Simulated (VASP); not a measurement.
# I (P-1) in VASP: a series of runs

I is run at these levels: LDA; tasks: single point.

All numbers are computed with VASP 6.6.1; they aren't measurements. Logs are shortened: lines on timing, memory, paths and dates and some standing lists are left out, and cuts for length are marked.

## (1) The cell of the first run

The typed cell holds 1 atom: a = 3.619 Å, b = 3.647 Å, c = 3.566 Å, α = 108.49°, β = 109.65°, γ = 109.56°.

## (2) Single point, LDA

The input, INCAR:

```
  ALGO = Normal
  EDIFF = 1E-6
  ENCUT = 500
  GGA_COMPAT = F
  ISIF = 2
  ISMEAR = 1
  LASPH = T
  LCHARG = F
  LREAL = F
  LWAVE = F
  NBANDS = 10
  NELM = 120
  PREC = Accurate
  SIGMA = 0.15
```

The input, KPOINTS:

```
k-points
0
Gamma
  5 5 5
```

The input, POSCAR:

```
I
1.0
   -2.0926900000      2.0924600000      2.0829100000
    2.1425400000     -2.0667600000      2.1070600000
    2.0727700000      2.0468400000     -2.0572100000
I
1
Direct
    0.0000000000      0.0000000000      0.0000000000
```

Potentials or basis: VASP PAW LDA potentials, release 64 (I).

The run is started by

```console
cat potpaw_LDA.64/I/POTCAR > POTCAR
mpirun -np 1 vasp_std > vasp.out
```

OUTCAR:

```text
EDIFF = 1E-6
   ENCUT = 500
   ISIF = 2
   ISMEAR = 1
   LASPH = T
   LREAL = F
   NELM = 120
   PREC = Accurate

 ion  position               nearest neighbor table
   1  0.000  0.000  0.000-

  LATTYP: Found a triclinic cell.
 ALAT       =     9.2915946760
 B/A-ratio  =     0.6320913319
 C/A-ratio  =     0.3932275322
 COS(alpha) =     0.0038559063
 COS(beta)  =     0.2703488825
 COS(gamma) =     0.9461879143

  Lattice vectors:

 A1 = (   4.1156100000,  -0.0713200000,  -8.3300900000)
 A2 = (   4.1654600000,  -0.0456200000,  -4.1401200000)
 A3 = (  -2.1226200000,  -2.0725400000,  -2.1327600000)

Analysis of symmetry for initial positions (statically):
=====================================================================
 Subroutine PRICEL returns:
 Original cell was already a primitive cell.

 Routine SETGRP: Setting up the symmetry group for a
 triclinic supercell.

 Subroutine GETGRP returns: Found  2 space group operations
 (whereof  2 operations were pure point group operations)
 out of a pool of  2 trial point group operations.

The static configuration has the point symmetry S_2 .

Analysis of symmetry for dynamics (positions and initial velocities):
=====================================================================
 Subroutine PRICEL returns:
 Original cell was already a primitive cell.

 Routine SETGRP: Setting up the symmetry group for a
 triclinic supercell.

 Subroutine GETGRP returns: Found  2 space group operations
 (whereof  2 operations were pure point group operations)
 out of a pool of  2 trial point group operations.

The dynamic configuration has the point symmetry S_2 .

 Subroutine INISYM returns: Found  2 space group operations
 (whereof  2 operations are pure point group operations),
 and found     1 'primitive' translations

----------------------------------------------------------------------------------------

                                     Primitive cell

  volume of cell :      36.5468

  direct lattice vectors                    reciprocal lattice vectors
    -2.092690000  2.092460000  2.082910000    -0.001670607  0.240105903  0.237212333
     2.142540000 -2.066760000  2.107060000     0.234439408 -0.000336297  0.235878023
     2.072770000  2.046840000 -2.057210000     0.238428831  0.242761016 -0.004325720

  length of vectors
[... 78 lines left out ...]
   ENCUT  =  500.0 eV  36.75 Ry    6.06 a.u.   6.60  6.65  6.50*2*pi/ulx,y,z
   NELM   =    120;   NELMIN=  2; NELMDL= -5     # of ELM steps
   EDIFF  = 0.1E-05   stopping-criterion for ELM
   LREAL  =      F    real-space projection
   EDIFFG = 0.1E-04   stopping-criterion for IOM
   NSW    =      0    number of steps for IOM
   IBRION =     -1    ionic relax: 0-MD 1-quasi-New 2-CG
   NFREE  =      0    steps in history (QN), initial steepest desc. (CG)
   ISIF   =      2    stress and relaxation
   ISYM   =      2    0-nonsym 1-usesym 2-fastsym
   POTIM  = 0.5000    time-step for ionic-motion
   TEBEG  =    0.0;   TEEND  =   0.0 temperature during run
   PSTRESS=    0.0 pullay stress
   NELECT =       7.0000    total number of electrons
   NUPDOWN=      -1.0000    fix difference up-down
   EMIN   =  10.00;   EMAX   =-10.00  energy-range for DOS
   EFERMI =   0.00;   METHOD = LEGACY
   ISMEAR =     1;   SIGMA  =   0.15  broadening in eV -4-tet -1-fermi 0-gaus
   EFERMI_NEDOS =   21; number of points for ismear=-14 and -15
   IALGO  =     38    algorithm
   IMIX   =      4    mixing-type and parameters
     AMIX     =   0.40;   BMIX     =  1.00
     AMIX_MAG =   1.60;   BMIX_MAG =  1.00
  volume/ion in A,a.u.               =      36.55       246.63
  Fermi-wavevector in a.u.,A,eV,Ry     =   0.943679  1.783295 12.116400  0.890530
  Thomas-Fermi vector in A             =   2.071410
   LORBIT       =      0    0 simple, 1 ext, 2 COOP (PROOUT), +10 PAW based schemes
   GGA     = CA    functional components
   LHFCALC =     F    Hartree Fock is set to
   AEXX    =    0.0000 exact exchange contribution
   IVDW    =     0    specifies the selected vdW correction
   LEPSILON=     F    determine dielectric tensor
   LRPA    =     F    only Hartree local field effects (RPA)
 non-spin polarized calculation
 Methfessel and Paxton  Order N= 1 SIGMA  =   0.15
  energy-cutoff  :      500.00
  volume of cell :       36.55
 maximum number of plane-waves:       945
 NGX is ok and might be reduce to    28
   NGX = 13   NGY = 13   NGZ = 13

 number of electron       7.0000000 magnetization

 Free energy of the ion-electron system (eV)
  ---------------------------------------------------
  ext. energy  EPLUGINS =         0.00000000
  ---------------------------------------------------
  free energy    TOTEN  =        -1.69209291 eV

  energy without entropy =       -1.68755190  energy(sigma->0) =       -1.69057924

 E-fermi :   3.9836     XC(G=0):  -9.1929

 val. band max:        3.9757775774   @ k =   0.2000   0.0000   0.2000
 cond. band min:       4.0108611451   @ k =   0.4000   0.2000   0.0000
 fundamental gap:      0.0350835678
 Fermi energy:         3.9836119477

 k-point     1 :       0.0000    0.0000    0.0000
  band No.  band energies     occupation
      1      -9.4006      2.00000
      2       4.6223     -0.00000
      3       4.6897     -0.00000
      4       4.7983     -0.00000
      5      10.5099      0.00000
      6      13.4970      0.00000
      7      13.6609      0.00000
      8      13.8936      0.00000
      9      15.7529      0.00000
     10      16.0129      0.00000
[... 287 lines left out ...]
 k-point    24 :      -0.0000    0.4000    0.2000
  band No.  band energies     occupation
      1      -7.9671      2.00000
      2       0.0405      2.00000
      3       1.9914      2.00000
      4       3.9093      1.73480
      5      10.7901      0.00000
      6      12.6333      0.00000
      7      14.8936      0.00000
      8      15.7056      0.00000
      9      18.7888      0.00000
     10      20.0325      0.00000

 [... further k-points ...]
[... 5 lines left out ...]
  --------------------------------------------------------------------------------------
  -------------------------------------------------------------------------------------
  Total       -0.9251955     -0.9818348     -0.9362678     -0.2142648      0.2612370      0.4739740
  in kB      -40.5596858    -43.0426983    -41.0450833     -9.3931660     11.4523781     20.7785651
  external PRESSURE =     -41.5491558 kB  Pullay stress =       0.0000000 kB

 VOLUME and BASIS-vectors are now :
 -----------------------------------------------------------------------------
  energy-cutoff  :      500.00
  volume of cell :       36.55
      direct lattice vectors                 reciprocal lattice vectors
    -2.092690000  2.092460000  2.082910000    -0.001670607  0.240105903  0.237212333
     2.142540000 -2.066760000  2.107060000     0.234439408 -0.000336297  0.235878023
     2.072770000  2.046840000 -2.057210000     0.238428831  0.242761016 -0.004325720

 POSITION                                       TOTAL-FORCE (eV/Angst)
 -----------------------------------------------------------------------------------
      0.00000      0.00000      0.00000         0.000000      0.000000      0.000000
 -----------------------------------------------------------------------------------
    total drift:                                0.000000      0.000000      0.000000

  FREE ENERGIE OF THE ION-ELECTRON SYSTEM (eV)
  ---------------------------------------------------
  free  energy   TOTEN  =        -1.6920929084 eV

  energy  without entropy=       -1.6875519005  energy(sigma->0) =       -1.69057924
```

OSZICAR:

```text
N       E                     dE             d eps       ncg     rms          rms(c)
DAV:   1     0.187704166175E+02    0.18770E+02   -0.24172E+03  1260   0.480E+02
DAV:   2    -0.936163543758E+00   -0.19707E+02   -0.19060E+02  1644   0.814E+01
DAV:   3    -0.169274731462E+01   -0.75658E+00   -0.74488E+00  1514   0.161E+01
DAV:   4    -0.169994806070E+01   -0.72007E-02   -0.71995E-02  1534   0.199E+00
DAV:   5    -0.170004972195E+01   -0.10166E-03   -0.10166E-03  1496   0.221E-01    0.354E+00
DAV:   6    -0.169362031838E+01    0.64294E-02   -0.74490E-03  1408   0.359E-01    0.216E+00
DAV:   7    -0.169224799951E+01    0.13723E-02   -0.10141E-02  1374   0.421E-01    0.235E-01
DAV:   8    -0.169209495326E+01    0.15305E-03   -0.77717E-04  1346   0.135E-01    0.324E-02
DAV:   9    -0.169209294108E+01    0.20122E-05   -0.22772E-05  1466   0.294E-02    0.130E-02
DAV:  10    -0.169209290841E+01    0.32661E-07   -0.71235E-07   988   0.518E-03
   1 F= -.16920929E+01 E0= -.16905792E+01  d E =-.454101E-02
```

stdout:

```text
POSCAR found type information on POSCAR I
 POSCAR found :  1 types and       1 ions
 scaLAPACK will be used
 LDA part: xc-table for (Slater(with rela. corr.)+CA(PZ))
 , standard interpolation
 POSCAR, INCAR and KPOINTS ok, starting setup
 FFT: planning ... GRIDC
 FFT: planning ... GRID_SOFT
 FFT: planning ... GRID
 WAVECAR not read
 entering main loop
```

Run time: 6.1 s. Hardware: 1 thread of Intel Xeon 6975P-C (Granite Rapids), shared host; peak memory 0.15 GiB.

Results:

| Item | Value |
| --- | --- |
| Free energy | -1.6921 eV |
| Pressure | -4.2 GPa |

Levels at points of the mesh, in eV from the Fermi level:
```
           k point  band 1  band 2  band 3  band 4  band 5  band 6  band 7  band 8
(0.00, 0.00, 0.00)  -13.38    0.64    0.71    0.81    6.53    9.51    9.68    9.91
```

Caveat: the k points lie up to 0.43 Å⁻¹ apart; spin-orbit coupling is left out, which moves the levels of the heavy elements; an odd number of electrons without spin polarisation forces a metal; a magnetic or distorted state may lie lower.

[end of part 1 of 2]
